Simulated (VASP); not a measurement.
# AlRu (Pm-3m) in VASP: settings compared, part 2 of 2

VASP 6.6.1. The steps go on from the part before.

### Step 4. Single point, PBE

This run uses another cell than the first one, of 13.39 Å³/atom, 1.029 times its volume.

The input, INCAR:

```
SYSTEM = AlRu
  ALGO = Fast
  EDIFF = 1E-6
  ENCUT = 520
  GGA = PE
  ISIF = 2
  ISMEAR = 0
  LASPH = .TRUE.
  LCHARG = .FALSE.
  LREAL = .FALSE.
  LWAVE = .FALSE.
  NBANDS = 16
  NELM = 80
  PREC = Accurate
  SIGMA = 0.014
```

The input, KPOINTS:

```
k-points
0
G
  9 9 9
  0 0 0
```

The input, POSCAR:

```
AlRu
1.0
    2.9916000000      0.0000000000      0.0000000000
    0.0000000000      2.9916000000      0.0000000000
    0.0000000000      0.0000000000      2.9916000000
Ru Al
1 1
Direct
    0.5000000000      0.5000000000      0.5000000000
    0.0000000000      0.0000000000      0.0000000000
```

Potentials or basis: VASP PAW PBE potentials, release 64 (Ru_pv, Al).

Started as:

```
cat potpaw_PBE.64/Ru_pv/POTCAR potpaw_PBE.64/Al/POTCAR > POTCAR
mpirun -np 1 vasp_std > vasp.out
```

OUTCAR:

```text
SYSTEM = AlRu
   EDIFF = 1E-6
   ENCUT = 520
   GGA = PE
   ISIF = 2
   ISMEAR = 0
   LASPH = .TRUE.
   LREAL = .FALSE.
   NELM = 80
   PREC = Accurate

 ion  position               nearest neighbor table
   1  0.500  0.500  0.500-   2 2.59   2 2.59   2 2.59   2 2.59   2 2.59   2 2.59   2 2.59   2 2.59

   2  0.000  0.000  0.000-   1 2.59   1 2.59   1 2.59   1 2.59   1 2.59   1 2.59   1 2.59   1 2.59

  LATTYP: Found a simple cubic cell.
 ALAT       =     2.9916000000

  Lattice vectors:

 A1 = (   2.9916000000,   0.0000000000,   0.0000000000)
 A2 = (   0.0000000000,   2.9916000000,   0.0000000000)
 A3 = (   0.0000000000,   0.0000000000,   2.9916000000)

Analysis of symmetry for initial positions (statically):
=====================================================================
 Subroutine PRICEL returns:
 Original cell was already a primitive cell.

 Routine SETGRP: Setting up the symmetry group for a
 simple cubic supercell.

 Subroutine GETGRP returns: Found 48 space group operations
[... 9 lines left out ...]

 Routine SETGRP: Setting up the symmetry group for a
 simple cubic supercell.

[... 148 lines left out ...]
  ext. energy  EPLUGINS =         0.00000000
  ---------------------------------------------------
  free energy    TOTEN  =       -14.25143556 eV

  energy without entropy =      -14.25101408  energy(sigma->0) =      -14.25122482

 E-fermi :  10.6166     XC(G=0): -12.5691

 val. band max:       10.5997718916   @ k =   0.4444   0.4444   0.1111
 cond. band min:      10.6192465729   @ k =   0.4444   0.4444   0.1111
 fundamental gap:      0.0194746813
 Fermi energy:        10.6165579088

 k-point     1 :       0.0000    0.0000    0.0000
  band No.  band energies     occupation
      1     -31.0835      2.00000
      2     -31.0835      2.00000
      3     -31.0835      2.00000
      4       1.0424      2.00000
      5       7.1417      2.00000
      6       7.1417      2.00000
[... 433 lines left out ...]
      3     -31.0759      2.00000
      4       4.8764      2.00000
      5       6.9535      2.00000
      6       8.1924      2.00000
[... 8 lines left out ...]
     15      23.7640      0.00000
     16      24.2636      0.00000

 [... further k-points ...]
[... 5 lines left out ...]
  --------------------------------------------------------------------------------------
  -------------------------------------------------------------------------------------
  Total        0.3656417      0.3656417      0.3656417      0.0000000      0.0000000     -0.0000000
  in kB       21.8804217     21.8804217     21.8804217      0.0000000      0.0000000     -0.0000000
  external PRESSURE =      21.8804217 kB  Pullay stress =       0.0000000 kB

 VOLUME and BASIS-vectors are now :
 -----------------------------------------------------------------------------
  energy-cutoff  :      520.00
  volume of cell :       26.77
      direct lattice vectors                 reciprocal lattice vectors
     2.991600000  0.000000000  0.000000000     0.334269287  0.000000000  0.000000000
     0.000000000  2.991600000  0.000000000     0.000000000  0.334269287  0.000000000
     0.000000000  0.000000000  2.991600000     0.000000000  0.000000000  0.334269287

 POSITION                                       TOTAL-FORCE (eV/Angst)
 -----------------------------------------------------------------------------------
      1.49580      1.49580      1.49580         0.000000      0.000000      0.000000
      0.00000      0.00000      0.00000         0.000000      0.000000      0.000000
 -----------------------------------------------------------------------------------
    total drift:                                0.000000     -0.000000     -0.000000

  FREE ENERGIE OF THE ION-ELECTRON SYSTEM (eV)
  ---------------------------------------------------
  free  energy   TOTEN  =       -14.2514355562 eV

  energy  without entropy=      -14.2510140752  energy(sigma->0) =      -14.25122482
```

stdout:

```text
POSCAR found type information on POSCAR RuAl
 POSCAR found :  2 types and       2 ions
 scaLAPACK will be used
 LDA part: xc-table for (Slater+PW92), standard interpolation
 POSCAR, INCAR and KPOINTS ok, starting setup
 FFT: planning ... GRIDC
 FFT: planning ... GRID_SOFT
 FFT: planning ... GRID
 WAVECAR not read
 entering main loop
```

It took 10 s on 1 thread of Intel Xeon Platinum 8259CL at 2.50GHz (Skylake/Cascade Lake), shared host; peak memory 0.14 GiB.

What came out:

```yaml
Free_energy: -14.2514 eV
Pressure: 2.2 GPa
```

### Step 5. Single point, PBE

This run uses another cell than the first one, of 13.39 Å³/atom, 1.029 times its volume.

The input, INCAR:

```
ALGO = Normal
EDIFF = 1E-6
ENCUT = 520
GGA = PE
ISIF = 2
ISMEAR = 0
LASPH = T
LCHARG = F
LREAL = F
LWAVE = F
NBANDS = 16
NELM = 80
PREC = Accurate
SIGMA = 0.015
```

The input, KPOINTS:

```
k-points
0
Gamma
  9 9 9
```

POSCAR is that of step 4.

Potentials or basis: VASP PAW PBE potentials, release 64 (Ru_pv, Al).

Started as:

```
cat potpaw_PBE.64/Ru_pv/POTCAR potpaw_PBE.64/Al/POTCAR > POTCAR
mpirun -np 1 vasp_std > vasp.out
```

OUTCAR:

```text
EDIFF = 1E-6
   ENCUT = 520
   GGA = PE
   ISIF = 2
   ISMEAR = 0
   LASPH = T
   LREAL = F
   NELM = 80
   PREC = Accurate

 ion  position               nearest neighbor table
   1  0.500  0.500  0.500-   2 2.59   2 2.59   2 2.59   2 2.59   2 2.59   2 2.59   2 2.59   2 2.59

   2  0.000  0.000  0.000-   1 2.59   1 2.59   1 2.59   1 2.59   1 2.59   1 2.59   1 2.59   1 2.59

  LATTYP: Found a simple cubic cell.
 ALAT       =     2.9916000000

  Lattice vectors:

 A1 = (   2.9916000000,   0.0000000000,   0.0000000000)
 A2 = (   0.0000000000,   2.9916000000,   0.0000000000)
 A3 = (   0.0000000000,   0.0000000000,   2.9916000000)

Analysis of symmetry for initial positions (statically):
=====================================================================
 Subroutine PRICEL returns:
 Original cell was already a primitive cell.

 Routine SETGRP: Setting up the symmetry group for a
 simple cubic supercell.

 Subroutine GETGRP returns: Found 48 space group operations
[... 9 lines left out ...]

 Routine SETGRP: Setting up the symmetry group for a
 simple cubic supercell.

 Subroutine GETGRP returns: Found 48 space group operations
[... 11 lines left out ...]
                                     Primitive cell

  volume of cell :      26.7738

  direct lattice vectors                    reciprocal lattice vectors
     2.991600000  0.000000000  0.000000000     0.334269287  0.000000000  0.000000000
     0.000000000  2.991600000  0.000000000     0.000000000  0.334269287  0.000000000
     0.000000000  0.000000000  2.991600000     0.000000000  0.000000000  0.334269287

  length of vectors
     2.991600000  2.991600000  2.991600000     0.334269287  0.334269287  0.334269287

  position of ions in fractional coordinates (direct lattice)
     0.500000000  0.500000000  0.500000000
     0.000000000  0.000000000  0.000000000

  ion indices of the primitive-cell ions
   primitive index   ion index
                 1           1
                 2           2

----------------------------------------------------------------------------------------

 KPOINTS: k-points

Automatic generation of k-mesh.
 Grid dimensions read from file:
 generate k-points for:    9    9    9

 Generating k-lattice:

  Cartesian coordinates                     Fractional coordinates (reciprocal lattice)
     0.037141032  0.000000000  0.000000000     0.111111111  0.000000000  0.000000000
     0.000000000  0.037141032  0.000000000     0.000000000  0.111111111  0.000000000
     0.000000000  0.000000000  0.037141032     0.000000000  0.000000000  0.111111111

  Length of vectors
     0.037141032  0.037141032  0.037141032

  Shift w.r.t. Gamma in fractional coordinates (k-lattice)
     0.000000000  0.000000000  0.000000000

 Subroutine IBZKPT returns following result:
 ===========================================

 Found     35 irreducible k-points:

 Following reciprocal coordinates:
            Coordinates               Weight
  0.000000  0.000000  0.000000      1.000000
  0.111111  0.000000  0.000000      6.000000
  0.222222  0.000000  0.000000      6.000000
  0.333333  0.000000  0.000000      6.000000
  0.444444  0.000000  0.000000      6.000000
  0.111111  0.111111  0.000000     12.000000
[... 16 lines left out ...]
  0.333333  0.333333  0.111111     24.000000
  0.444444  0.333333  0.111111     48.000000
 [... further k-points ...]
   k-points           NKPTS =     35   k-points in BZ     NKDIM =     35   number of bands    NBANDS=     16
   number of dos      NEDOS =    301   number of ions     NIONS =      2
   total plane-waves  NPLWV =  13824
   dimension x,y,z NGX =    24 NGY =   24 NGZ =   24
   dimension x,y,z NGXF=    48 NGYF=   48 NGZF=   48
   ions per type =               1   1
   NGX,Y,Z   is equivalent  to a cutoff of  13.34, 13.34, 13.34 a.u.
   NGXF,Y,Z  is equivalent  to a cutoff of  26.67, 26.67, 26.67 a.u.
 SYSTEM =  unknown system
   PREC   = accura    normal or accurate (medium, high low for compatibility)
   ISTART =      0    job   : 0-new  1-cont  2-samecut
   ICHARG =      2    charge: 1-file 2-atom 10-const
   ISPIN  =      1    spin polarized calculation?
   LNONCOLLINEAR =      F non collinear calculations
   LSORBIT =      F    spin-orbit coupling
   LASPH  =      T    aspherical Exc in radial PAW
   ENCUT  =  520.0 eV  38.22 Ry    6.18 a.u.   5.56  5.56  5.56*2*pi/ulx,y,z
   NELM   =     80;   NELMIN=  2; NELMDL= -5     # of ELM steps
   EDIFF  = 0.1E-05   stopping-criterion for ELM
   LREAL  =      F    real-space projection
   EDIFFG = 0.1E-04   stopping-criterion for IOM
   NSW    =      0    number of steps for IOM
   IBRION =     -1    ionic relax: 0-MD 1-quasi-New 2-CG
   NFREE  =      0    steps in history (QN), initial steepest desc. (CG)
   ISIF   =      2    stress and relaxation
   ISYM   =      2    0-nonsym 1-usesym 2-fastsym
   POTIM  = 0.5000    time-step for ionic-motion
   TEBEG  =    0.0;   TEEND  =   0.0 temperature during run
   PSTRESS=    0.0 pullay stress
   NELECT =      17.0000    total number of electrons
   NUPDOWN=      -1.0000    fix difference up-down
   EMIN   =  10.00;   EMAX   =-10.00  energy-range for DOS
   EFERMI =   0.00;   METHOD = LEGACY
   ISMEAR =     0;   SIGMA  =   0.01  broadening in eV -4-tet -1-fermi 0-gaus
   EFERMI_NEDOS =   21; number of points for ismear=-14 and -15
   IALGO  =     38    algorithm
   IMIX   =      4    mixing-type and parameters
     AMIX     =   0.40;   BMIX     =  1.00
     AMIX_MAG =   1.60;   BMIX_MAG =  1.00
  volume/ion in A,a.u.               =      13.39        90.34
  Fermi-wavevector in a.u.,A,eV,Ry     =   1.407087  2.659009 26.938090  1.979894
  Thomas-Fermi vector in A             =   2.529382
   LORBIT       =      0    0 simple, 1 ext, 2 COOP (PROOUT), +10 PAW based schemes
   GGA     = PE    functional components
   LHFCALC =     F    Hartree Fock is set to
   AEXX    =    0.0000 exact exchange contribution
   IVDW    =     0    specifies the selected vdW correction
   LEPSILON=     F    determine dielectric tensor
   LRPA    =     F    only Hartree local field effects (RPA)
 non-spin polarized calculation
 Gauss-broadening in eV      SIGMA  =   0.01
  energy-cutoff  :      520.00
  volume of cell :       26.77
 maximum number of plane-waves:       739
 NGX is ok and might be reduce to    24
   NGX = 11   NGY = 11   NGZ = 11

 number of electron      16.9999995 magnetization

 Free energy of the ion-electron system (eV)
  ---------------------------------------------------
  ext. energy  EPLUGINS =         0.00000000
  ---------------------------------------------------
  free energy    TOTEN  =       -14.25146627 eV

  energy without entropy =      -14.25097841  energy(sigma->0) =      -14.25122234

 E-fermi :  10.6155     XC(G=0): -12.5691

 val. band max:       10.5989578175   @ k =   0.4444   0.4444   0.1111
 cond. band min:      10.6185334890   @ k =   0.4444   0.4444   0.1111
 fundamental gap:      0.0195756715
 Fermi energy:        10.6154775109

 k-point     1 :       0.0000    0.0000    0.0000
  band No.  band energies     occupation
      1     -31.0857      2.00000
      2     -31.0857      2.00000
      3     -31.0857      2.00000
      4       1.0426      2.00000
      5       7.1406      2.00000
      6       7.1406      2.00000
[... 8 lines left out ...]
     15      22.7746      0.00000
     16      25.8243      0.00000

 k-point     2 :       0.1111    0.0000    0.0000
  band No.  band energies     occupation
      1     -31.1104      2.00000
      2     -31.0836      2.00000
      3     -31.0836      2.00000
      4       1.2787      2.00000
      5       7.2162      2.00000
      6       7.2227      2.00000
[... 8 lines left out ...]
     15      22.7756      0.00000
     16      26.5889      0.00000

 k-point     3 :       0.2222    0.0000    0.0000
  band No.  band energies     occupation
      1     -31.1725      2.00000
      2     -31.0783      2.00000
      3     -31.0783      2.00000
      4       1.9614      2.00000
      5       7.2738      2.00000
      6       7.4422      2.00000
[... 8 lines left out ...]
     15      23.3643      0.00000
     16      27.7013      0.00000
[... 362 lines left out ...]
 k-point    23 :       0.3333    0.3333    0.1111
  band No.  band energies     occupation
      1     -31.2234      2.00000
      2     -31.2200      2.00000
      3     -31.0822      2.00000
      4       4.4587      2.00000
      5       7.0393      2.00000
      6       8.2177      2.00000
[... 8 lines left out ...]
     15      24.1757      0.00000
     16      25.2189      0.00000

 k-point    24 :       0.4444    0.3333    0.1111
  band No.  band energies     occupation
      1     -31.2655      2.00000
      2     -31.2164      2.00000
      3     -31.0781      2.00000
      4       4.8763      2.00000
      5       6.9531      2.00000
      6       8.1918      2.00000
[... 8 lines left out ...]
     15      23.7638      0.00000
     16      24.2636      0.00000

 [... further k-points ...]
[... 5 lines left out ...]
  --------------------------------------------------------------------------------------
  -------------------------------------------------------------------------------------
  Total        0.4171526      0.4171526      0.4171526     -0.0000000     -0.0000000      0.0000000
  in kB       24.9628978     24.9628978     24.9628978     -0.0000000     -0.0000000      0.0000000
  external PRESSURE =      24.9628978 kB  Pullay stress =       0.0000000 kB

 VOLUME and BASIS-vectors are now :
 -----------------------------------------------------------------------------
  energy-cutoff  :      520.00
  volume of cell :       26.77
      direct lattice vectors                 reciprocal lattice vectors
     2.991600000  0.000000000  0.000000000     0.334269287  0.000000000  0.000000000
     0.000000000  2.991600000  0.000000000     0.000000000  0.334269287  0.000000000
     0.000000000  0.000000000  2.991600000     0.000000000  0.000000000  0.334269287

 POSITION                                       TOTAL-FORCE (eV/Angst)
 -----------------------------------------------------------------------------------
      1.49580      1.49580      1.49580         0.000000      0.000000      0.000000
      0.00000      0.00000      0.00000         0.000000      0.000000      0.000000
 -----------------------------------------------------------------------------------
    total drift:                                0.000000     -0.000000     -0.000000

  FREE ENERGIE OF THE ION-ELECTRON SYSTEM (eV)
  ---------------------------------------------------
  free  energy   TOTEN  =       -14.2514662655 eV

  energy  without entropy=      -14.2509784127  energy(sigma->0) =      -14.25122234
```

OSZICAR:

```text
N       E                     dE             d eps       ncg     rms          rms(c)
DAV:   1     0.115232969963E+03    0.11523E+03   -0.91013E+03  1152   0.986E+02
DAV:   2    -0.129687376532E+02   -0.12820E+03   -0.12096E+03  1336   0.290E+02
DAV:   3    -0.149379496069E+02   -0.19692E+01   -0.19629E+01  1432   0.374E+01
DAV:   4    -0.149521418915E+02   -0.14192E-01   -0.14176E-01  1384   0.339E+00
DAV:   5    -0.149523660909E+02   -0.22420E-03   -0.22360E-03  1368   0.410E-01    0.122E+01
DAV:   6    -0.143445668827E+02    0.60780E+00   -0.23300E+00  1216   0.166E+01    0.235E+00
DAV:   7    -0.142693461028E+02    0.75221E-01   -0.19772E-01  1168   0.493E+00    0.206E+00
DAV:   8    -0.142525769088E+02    0.16769E-01   -0.23469E-02  1352   0.148E+00    0.264E-01
DAV:   9    -0.142515043318E+02    0.10726E-02   -0.22577E-03  1248   0.497E-01    0.139E-01
DAV:  10    -0.142514838011E+02    0.20531E-04   -0.19371E-04  1288   0.151E-01    0.298E-02
DAV:  11    -0.142514667144E+02    0.17087E-04   -0.28967E-05  1344   0.584E-02    0.499E-03
DAV:  12    -0.142514662655E+02    0.44886E-06   -0.82886E-07   888   0.793E-03
   1 F= -.14251466E+02 E0= -.14251222E+02  d E =-.487853E-03
```

stdout:

```text
POSCAR found type information on POSCAR RuAl
 POSCAR found :  2 types and       2 ions
 scaLAPACK will be used
 LDA part: xc-table for (Slater+PW92), standard interpolation
 POSCAR, INCAR and KPOINTS ok, starting setup
 FFT: planning ... GRIDC
 FFT: planning ... GRID_SOFT
 FFT: planning ... GRID
 WAVECAR not read
 entering main loop
```

It took 12 s on 1 thread of Intel Xeon Platinum 8259CL at 2.50GHz (Skylake/Cascade Lake), shared host; peak memory 0.14 GiB.

What came out:

```yaml
Free_energy: -14.2515 eV
Pressure: 2.5 GPa
```

### Step 6. Single point, PBE

This run uses another cell than the first one, of 13.39 Å³/atom, 1.029 times its volume.

The input, INCAR:

```
SYSTEM = AlRu
PREC = Accurate ; ENCUT = 520
EDIFF = 1E-7 ; ISMEAR = 0
SIGMA = 0.016 ; LREAL = .FALSE.
LASPH = .TRUE. ; NELM = 60
ALGO = Fast ; ISIF = 2
LWAVE = .FALSE. ; LCHARG = .FALSE.
GGA = PE ; NBANDS = 16
```

The input, KPOINTS:

```
Automatic mesh
0
G
  9 9 9
  0 0 0
```

POSCAR is that of step 5.

Potentials or basis: VASP PAW PBE potentials, release 64 (Ru_pv, Al).

Started as:

```
cat potpaw_PBE.64/Ru_pv/POTCAR potpaw_PBE.64/Al/POTCAR > POTCAR
mpirun -np 1 vasp_std > vasp.out
```

It took 15 s on 1 thread of Intel Xeon Platinum 8259CL at 2.50GHz (Skylake/Cascade Lake), shared host; peak memory 0.14 GiB.

Results (log left out):

| Property | Result |
| --- | --- |
| Free energy | -14.2515 eV |
| Pressure | 2.5 GPa |

Levels at points of the mesh, in eV from the Fermi level:
```
           k point  band 7  band 8  band 9  band 10  band 11  band 12
(0.00, 0.00, 0.00)    0.25    0.25    0.25     6.18     6.18     6.18
```

### Step 7. Overview

```csv
level,cell,smearing,gap on the mesh (eV),pressure (GPa)
BLYP+D3(BJ),"a = 2.963 Å, 2 atoms",fermi-dirac 0.05 eV,none,0.6
PBE,"a = 2.992 Å, 2 atoms",gaussian 0.013 eV,none,2.5
PBE,"a = 2.992 Å, 2 atoms",gaussian 0.014 eV,none,2.2
PBE,"a = 2.992 Å, 2 atoms",gaussian 0.015 eV,none,2.5
PBE,"a = 2.992 Å, 2 atoms",gaussian 0.016 eV,none,2.5
```

Alike in all rows: task single point; potentials or basis VASP PAW PBE potentials, release 64 (Ru_pv, Al); no spin polarisation; k mesh 9 × 9 × 9; cutoff (eV) 520.

Caveats: the PAW data sets were made with another functional, which shifts forces and pressure a little (some runs); pairwise dispersion overbinds metals, which lowers pressure and volume (some runs).

Total energies depend on the potentials used, so only differences within one code and one set of settings carry meaning.
